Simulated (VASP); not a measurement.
# As (R-3m) in VASP: a series of runs

As is run at these levels: r2SCAN; tasks: single point, relaxation of cell and atoms.

Everything below comes from runs of VASP 6.6.1. Logs are shortened: lines on timing, memory, paths and dates and some standing lists are left out, and cuts for length are marked.

### Step 1. The cell of the first run

Symmetry: R-3m, No. 166, trigonal system. The conventional cell has a = 3.741 Å, b = 3.741 Å, c = 11.381 Å, α = 90.00°, β = 90.00°, γ = 120.00°. Within 3.3 Å of As (site symmetry 3m) lie 3 As at 2.51 Å.

### Step 2. Single point, r2SCAN

POSCAR

```
As
1.0
    1.8704108396      1.0798823817      3.7938081320
   -1.8704108396      1.0798823817      3.7938081320
    0.0000000000     -2.1597642236      3.7938082856
As
2
Direct
    0.7769975365      0.7769975365      0.7769975365
    0.2230024635      0.2230024635      0.2230024635
```

INCAR.step1

```
SYSTEM = As
PREC = Accurate ; ENCUT = 520
ISMEAR = -1 ; SIGMA = 0.05
LREAL = .FALSE. ; LASPH = .TRUE.
NELM = 100 ; NBANDS = 12
GGA = PE ; ALGO = Normal
EDIFF = 1E-4 ; LWAVE = .TRUE.
LCHARG = .FALSE.
```

INCAR.step2

```
SYSTEM = As
PREC = Accurate ; ENCUT = 520
EDIFF = 1E-7 ; ISMEAR = -1
SIGMA = 0.05 ; LREAL = .FALSE.
LASPH = .TRUE. ; NELM = 100
ALGO = Normal ; ISIF = 2
LWAVE = .FALSE. ; LCHARG = .FALSE.
METAGGA = R2SCAN ; LMIXTAU = .TRUE.
NBANDS = 12 ; ISTART = 1
```

KPOINTS

```
Automatic mesh
0
G
  7 7 7
  0 0 0
```

Potentials or basis: VASP PAW PBE potentials, release 64 (As).

Command:

```sh
$ cat potpaw_PBE.64/As/POTCAR > POTCAR
$ cp INCAR.step1 INCAR
$ mpirun -np 1 vasp_std > vasp.out
$ cp INCAR.step2 INCAR
$ mpirun -np 1 vasp_std > vasp.out
```

OUTCAR:

```text
SYSTEM = As
   PREC = Accurate
   ENCUT = 520
   EDIFF = 1E-7
   ISMEAR = -1
   LREAL = .FALSE.
   LASPH = .TRUE.
   NELM = 100
   ISIF = 2
   METAGGA = R2SCAN
   ISTART = 1

 ion  position               nearest neighbor table
   1  0.777  0.777  0.777-   2 2.51   2 2.51   2 2.51
   2  0.223  0.223  0.223-   1 2.51   1 2.51   1 2.51

  LATTYP: Found a trigonal (rhomboedric) cell.
 ALAT       =     4.3654968571
 COS(alpha) =     0.6328558123

  Lattice vectors:

 A1 = (   1.8704108396,   1.0798823817,   3.7938081320)
 A2 = (  -1.8704108396,   1.0798823817,   3.7938081320)
 A3 = (   0.0000000000,  -2.1597642236,   3.7938082856)

Analysis of symmetry for initial positions (statically):
=====================================================================
 Subroutine PRICEL returns:
 Original cell was already a primitive cell.

 Routine SETGRP: Setting up the symmetry group for a
 trigonal (rhombohedral) supercell.

 Subroutine GETGRP returns: Found 12 space group operations
 (whereof 12 operations were pure point group operations)
 out of a pool of 12 trial point group operations.

The static configuration has the point symmetry D_3d.

Analysis of symmetry for dynamics (positions and initial velocities):
=====================================================================
 Subroutine PRICEL returns:
 Original cell was already a primitive cell.

 Routine SETGRP: Setting up the symmetry group for a
 trigonal (rhombohedral) supercell.

 Subroutine GETGRP returns: Found 12 space group operations
 (whereof 12 operations were pure point group operations)
 out of a pool of 12 trial point group operations.

The dynamic configuration has the point symmetry D_3d.

 Subroutine INISYM returns: Found 12 space group operations
 (whereof 12 operations are pure point group operations),
 and found     1 'primitive' translations

----------------------------------------------------------------------------------------

                                     Primitive cell

  volume of cell :      45.9769

  direct lattice vectors                    reciprocal lattice vectors
     1.870410840  1.079882382  3.793808132     0.267320949  0.154337826  0.087862456
    -1.870410840  1.079882382  3.793808132    -0.267320949  0.154337826  0.087862456
     0.000000000 -2.159764224  3.793808286     0.000000000 -0.308675639  0.087862478

  length of vectors
     4.365496857  4.365496857  4.365496857     0.320936856  0.320936856  0.320936856

  position of ions in fractional coordinates (direct lattice)
     0.776997536  0.776997536  0.776997536
     0.223002464  0.223002464  0.223002464

  ion indices of the primitive-cell ions
   primitive index   ion index
                 1           1
                 2           2

----------------------------------------------------------------------------------------

 KPOINTS: Automatic mesh

Automatic generation of k-mesh.
 Grid dimensions read from file:
 generate k-points for:    7    7    7

 Generating k-lattice:

  Cartesian coordinates                     Fractional coordinates (reciprocal lattice)
     0.038188707  0.022048261  0.012551779     0.142857143  0.000000000 -0.000000000
    -0.038188707  0.022048261  0.012551779     0.000000000  0.142857143 -0.000000000
     0.000000000 -0.044096520  0.012551783     0.000000000  0.000000000  0.142857143

  Length of vectors
     0.045848122  0.045848122  0.045848122

  Shift w.r.t. Gamma in fractional coordinates (k-lattice)
     0.000000000  0.000000000  0.000000000

 Subroutine IBZKPT returns following result:
 ===========================================

 Found     44 irreducible k-points:

 Following reciprocal coordinates:
            Coordinates               Weight
  0.000000  0.000000  0.000000      1.000000
  0.142857  0.000000  0.000000      6.000000
  0.285714  0.000000  0.000000      6.000000
  0.428571 -0.000000 -0.000000      6.000000
  0.142857  0.142857  0.000000      6.000000
  0.285714  0.142857  0.000000     12.000000
[... 16 lines left out ...]
  0.285714  0.285714  0.142857      6.000000
  0.428571  0.285714  0.142857     12.000000
 [... further k-points ...]
   k-points           NKPTS =     44   k-points in BZ     NKDIM =     44   number of bands    NBANDS=     12
   number of dos      NEDOS =    301   number of ions     NIONS =      2
   total plane-waves  NPLWV =  32768
   dimension x,y,z NGX =    32 NGY =   32 NGZ =   32
   dimension x,y,z NGXF=    64 NGYF=   64 NGZF=   64
   ions per type =               2
   NGX,Y,Z   is equivalent  to a cutoff of  12.19, 12.19, 12.19 a.u.
   NGXF,Y,Z  is equivalent  to a cutoff of  24.37, 24.37, 24.37 a.u.
 SYSTEM =  As
   PREC   = accura    normal or accurate (medium, high low for compatibility)
   ISTART =      1    job   : 0-new  1-cont  2-samecut
   ICHARG =      0    charge: 1-file 2-atom 10-const
   ISPIN  =      1    spin polarized calculation?
   LNONCOLLINEAR =      F non collinear calculations
   LSORBIT =      F    spin-orbit coupling
   LASPH  =      T    aspherical Exc in radial PAW
   ENCUT  =  520.0 eV  38.22 Ry    6.18 a.u.   8.12  8.12  8.12*2*pi/ulx,y,z
   NELM   =    100;   NELMIN=  2; NELMDL=  0     # of ELM steps
   EDIFF  = 0.1E-06   stopping-criterion for ELM
   LREAL  =      F    real-space projection
   EDIFFG = 0.1E-05   stopping-criterion for IOM
   NSW    =      0    number of steps for IOM
   IBRION =     -1    ionic relax: 0-MD 1-quasi-New 2-CG
   NFREE  =      0    steps in history (QN), initial steepest desc. (CG)
   ISIF   =      2    stress and relaxation
   ISYM   =      2    0-nonsym 1-usesym 2-fastsym
   POTIM  = 0.5000    time-step for ionic-motion
   TEBEG  =    0.0;   TEEND  =   0.0 temperature during run
   PSTRESS=    0.0 pullay stress
   NELECT =      10.0000    total number of electrons
   NUPDOWN=      -1.0000    fix difference up-down
   EMIN   =  10.00;   EMAX   =-10.00  energy-range for DOS
   EFERMI =   0.00;   METHOD = LEGACY
   ISMEAR =    -1;   SIGMA  =   0.05  broadening in eV -4-tet -1-fermi 0-gaus
   EFERMI_NEDOS =   21; number of points for ismear=-14 and -15
   IALGO  =     38    algorithm
   IMIX   =      4    mixing-type and parameters
     AMIX     =   0.40;   BMIX     =  1.00
     AMIX_MAG =   1.60;   BMIX_MAG =  1.00
  volume/ion in A,a.u.               =      22.99       155.13
  Fermi-wavevector in a.u.,A,eV,Ry     =   0.984528  1.860489 13.188070  0.969296
  Thomas-Fermi vector in A             =   2.115768
   LORBIT       =      0    0 simple, 1 ext, 2 COOP (PROOUT), +10 PAW based schemes
   METAGGA = R2SCAN    functional components
   LHFCALC =     F    Hartree Fock is set to
   AEXX    =    0.0000 exact exchange contribution
   IVDW    =     0    specifies the selected vdW correction
   LEPSILON=     F    determine dielectric tensor
   LRPA    =     F    only Hartree local field effects (RPA)
 non-spin polarized calculation
  energy-cutoff  :      520.00
  volume of cell :       45.98
 maximum number of plane-waves:      1250
   NGX = 17   NGY = 17   NGZ = 17

 number of electron      10.0000000 magnetization

 Free energy of the ion-electron system (eV)
  ---------------------------------------------------
  ext. energy  EPLUGINS =         0.00000000
  ---------------------------------------------------
  free energy    TOTEN  =       -29.40944074 eV

  energy without entropy =      -29.40882081  energy(sigma->0) =      -29.40913077

 E-fermi :   4.8644     XC(G=0): -10.0503

 val. band max:        4.7033907199   @ k =   0.4286  -0.0000  -0.0000
 cond. band min:       5.0338717053   @ k =   0.4286   0.1429   0.1429
 fundamental gap:      0.3304809855
 Fermi energy:         4.8643974804

 k-point     1 :       0.0000    0.0000    0.0000
  band No.  band energies     occupation
      1     -10.7643      2.00000
      2      -1.8080      2.00000
      3       1.8801      2.00000
      4       2.7155      2.00000
      5       2.7155      2.00000
      6       6.1628      0.00000
      7       7.4744      0.00000
      8       7.4744      0.00000
      9      12.5116      0.00000
     10      12.5116      0.00000
     11      13.0942      0.00000
     12      14.1260      0.00000

 k-point     2 :       0.1429    0.0000    0.0000
  band No.  band energies     occupation
      1     -10.4851      2.00000
      2      -2.4739      2.00000
      3       1.8115      2.00000
      4       2.3718      2.00000
      5       2.4259      2.00000
      6       6.5113      0.00000
      7       7.3558      0.00000
      8       7.4878      0.00000
      9      11.0929      0.00000
     10      11.9510      0.00000
     11      12.3703      0.00000
     12      15.5010      0.00000

 k-point     3 :       0.2857    0.0000    0.0000
  band No.  band energies     occupation
      1      -9.6677      2.00000
      2      -4.1861      2.00000
      3       1.2699      2.00000
      4       1.9030      2.00000
      5       3.0883      2.00000
      6       5.4714      0.00001
      7       6.7684      0.00000
      8       7.1532      0.00000
      9      11.4198      0.00000
     10      12.3883      0.00000
     11      13.7047      0.00000
     12      17.2140      0.00000

 k-point     4 :       0.4286   -0.0000   -0.0000
  band No.  band energies     occupation
      1      -8.4537      2.00000
      2      -6.0729      2.00000
      3       1.2265      2.00000
      4       1.5631      2.00000
      5       3.8076      2.00000
      6       4.7034      1.92317
      7       5.5716      0.00000
      8       6.7795      0.00000
      9      12.3777      0.00000
     10      14.5237      0.00000
     11      15.6541      0.00000
     12      16.4307      0.00000

 k-point     5 :       0.1429    0.1429    0.0000
  band No.  band energies     occupation
      1     -10.4433      2.00000
      2      -2.6113      2.00000
      3       1.3713      2.00000
      4       2.1876      2.00000
      5       3.0723      2.00000
      6       6.3778      0.00000
      7       6.9645      0.00000
      8       8.0355      0.00000
      9      11.1516      0.00000
     10      12.4437      0.00000
     11      12.9535      0.00000
     12      14.7687      0.00000
[... 228 lines left out ...]
      1      -8.5732      2.00000
      2      -5.7209      2.00000
      3       0.9804      2.00000
      4       1.3036      2.00000
      5       2.3850      2.00000
      6       5.6456      0.00000
      7       6.4124      0.00000
      8       7.5043      0.00000
      9      10.8521      0.00000
     10      15.7771      0.00000
     11      16.5037      0.00000
     12      17.2559      0.00000

 k-point    22 :      -0.1429    0.1429    0.1429
  band No.  band energies     occupation
      1      -9.7165      2.00000
      2      -3.8668      2.00000
      3       1.1960      2.00000
      4       1.5834      2.00000
      5       2.4077      2.00000
      6       5.6584      0.00000
      7       6.9486      0.00000
      8       8.1193      0.00000
      9      10.8153      0.00000
     10      12.9144      0.00000
     11      13.8774      0.00000
     12      16.9565      0.00000

 k-point    23 :       0.2857    0.2857    0.1429
  band No.  band energies     occupation
      1     -10.1714      2.00000
      2      -3.6888      2.00000
      3       1.0989      2.00000
      4       2.0642      2.00000
      5       3.9497      2.00000
      6       6.4573      0.00000
      7       7.0170      0.00000
      8       7.8931      0.00000
      9      11.5582      0.00000
     10      13.2587      0.00000
     11      14.2495      0.00000
     12      15.3205      0.00000

 k-point    24 :       0.4286    0.2857    0.1429
  band No.  band energies     occupation
      1      -9.5455      2.00000
      2      -4.3472      2.00000
      3      -0.1300      2.00000
      4       1.2122      2.00000
      5       3.7537      2.00000
      6       6.7418      0.00000
      7       7.5213      0.00000
      8       8.7844      0.00000
      9      11.1285      0.00000
     10      14.0318      0.00000
     11      14.8075      0.00000
     12      15.7484      0.00000

 [... further k-points ...]
[... 5 lines left out ...]
  --------------------------------------------------------------------------------------
  -------------------------------------------------------------------------------------
  Total        0.0297060      0.0297060      0.0257786      0.0000000     -0.0000000      0.0000000
  in kB        1.0351789      1.0351789      0.8983177      0.0000000     -0.0000000      0.0000000
  external PRESSURE =       0.9895585 kB  Pullay stress =       0.0000000 kB

 VOLUME and BASIS-vectors are now :
 -----------------------------------------------------------------------------
  energy-cutoff  :      520.00
  volume of cell :       45.98
      direct lattice vectors                 reciprocal lattice vectors
     1.870410840  1.079882382  3.793808132     0.267320949  0.154337826  0.087862456
    -1.870410840  1.079882382  3.793808132    -0.267320949  0.154337826  0.087862456
     0.000000000 -2.159764224  3.793808286     0.000000000 -0.308675639  0.087862478

 POSITION                                       TOTAL-FORCE (eV/Angst)
 -----------------------------------------------------------------------------------
      0.00000      0.00000      8.84334         0.000000     -0.000000     -0.044124
      0.00000      0.00000      2.53809         0.000000      0.000000      0.044124
 -----------------------------------------------------------------------------------
    total drift:                               -0.000000     -0.000000      0.000000

  FREE ENERGIE OF THE ION-ELECTRON SYSTEM (eV)
  ---------------------------------------------------
  free  energy   TOTEN  =       -29.4094407408 eV

  energy  without entropy=      -29.4088208074  energy(sigma->0) =      -29.40913077
```

Run time: 51 s. Hardware: 1 thread of Intel Xeon Platinum 8559C (Emerald Rapids), shared host; peak memory 0.19 GiB.

Results:

```
Free energy            : -29.4094 eV
Pressure               : 0.1 GPa
Largest force          : 0.044 eV/Å
Band gap on the k mesh : zero (band 5 reaches 5.11 eV, above the bottom of band 6 at 4.70 eV)
```

Forces in eV/Å, atoms in the order of the input:
```
As   0.000  0.000 -0.044
As   0.000  0.000  0.044
```

Caveat: the PAW data sets were made with another functional, which shifts forces and pressure a little.

### Step 3. Relaxation of cell and atoms, r2SCAN

This run uses another cell than the first one, of 21.53 Å³/atom, 0.937 times its volume.

POSCAR

```
As
1.0
    1.8807970000      1.0858790000      3.5140620000
   -1.8807970000      1.0858790000      3.5140620000
    0.0000000000     -2.1717570000      3.5140620000
As
2
Direct
    0.7740000000      0.7740000000      0.7740000000
    0.2260000000      0.2260000000      0.2260000000
```

INCAR.step1

```
  PREC = Accurate
  ENCUT = 600
  ISMEAR = -1
  SIGMA = 0.05
  LREAL = F
  LASPH = T
  NELM = 80
  GGA = PE
  ALGO = Normal
  EDIFF = 1E-4
  LWAVE = T
  LCHARG = F
```

INCAR.step2

```
  PREC = Accurate
  ENCUT = 600
  EDIFF = 1E-6
  ISMEAR = -1
  SIGMA = 0.05
  LREAL = F
  LASPH = T
  NELM = 80
  ALGO = Normal
  ISIF = 3
  LWAVE = F
  LCHARG = F
  METAGGA = R2SCAN
  LMIXTAU = T
  IBRION = 2
  NSW = 80
  EDIFFG = -0.02
  ISTART = 1
```

KPOINTS

```
regular mesh
0
Gamma
  7 7 7
```

Potentials or basis: VASP PAW PBE potentials, release 64 (As).

Command:

```sh
$ cat potpaw_PBE.64/As/POTCAR > POTCAR
$ cp INCAR.step1 INCAR
$ mpirun -np 1 vasp_std > vasp.out
$ cp INCAR.step2 INCAR
$ mpirun -np 1 vasp_std > vasp.out
```

Run time: 6.7 min. Hardware: 1 thread of Intel Xeon Platinum 8559C (Emerald Rapids), shared host; peak memory 0.22 GiB.

Results (log left out):

| Quantity | Value |
| --- | --- |
| Free energy | -29.4099 eV |
| Relaxed volume | 22.89 Å³/atom |
| Relaxed cell | a = 4.343 Å, b = 4.343 Å, c = 4.343 Å, α = 51.10°, β = 51.10°, γ = 51.10° |
| Space group after relaxing (to 0.05 Å) | R-3m (No. 166) |
| Energy gained by relaxing | 6.0 meV/atom |
| Ionic steps | 11 |
| Pressure after relaxing | 0.0 GPa |
| Largest force after relaxing | 0.007 eV/Å |
| Band gap on the k mesh | zero (band 5 reaches 5.13 eV, above the bottom of band 6 at 4.75 eV) |

Forces on the atoms (eV/Å):
```
As   0.000  0.000 -0.007
As   0.000  0.000  0.007
```

Step by step:
| step | energy change (eV) | largest force (eV/Å) | pressure (GPa) | volume (Å³) |
| --- | --- | --- | --- | --- |
| 1 | 0.0000 | 0.1525 | 1.89 | 43.06 |
| 2 | -0.0021 | 0.2266 | -1.25 | 44.66 |
| 3 | -0.0057 | 0.0632 | 0.07 | 43.94 |
| 4 | -0.0064 | 0.0473 | 0.06 | 44.06 |
| 5 | -0.0081 | 0.0028 | 0.00 | 44.42 |
| 6 | -0.0094 | 0.1158 | -0.05 | 45.13 |
| 7 | -0.0099 | 0.1044 | -0.07 | 45.20 |
| 8 | -0.0110 | 0.0680 | -0.12 | 45.42 |
| 9 | -0.0119 | 0.0065 | -0.21 | 45.84 |
| 10 | -0.0119 | 0.0130 | -0.21 | 45.87 |
| 11 | -0.0120 | 0.0069 | -0.01 | 45.78 |

Final structure:
```yaml
crystal:
  lattice:
    - [1.87333, 1.08157, 3.76607]
    - [-1.87333, 1.08157, 3.76607]
    - [0.00000, -2.16314, 3.76607]
  atoms:
    - { symbol: As, position: [0.77655, 0.77655, 0.77655] }
    - { symbol: As, position: [0.22345, 0.22345, 0.22345] }
```

Levels at points of the mesh, in eV from the Fermi level:
```csv
k point,band 3,band 4,band 5,band 6,band 7,band 8
"(0.00, 0.00, 0.00)",-2.98,-2.17,-2.17,1.33,2.63,2.63
```

Caveat: the PAW data sets were made with another functional, which shifts forces and pressure a little. Zero-point motion and thermal expansion aren't in these numbers.
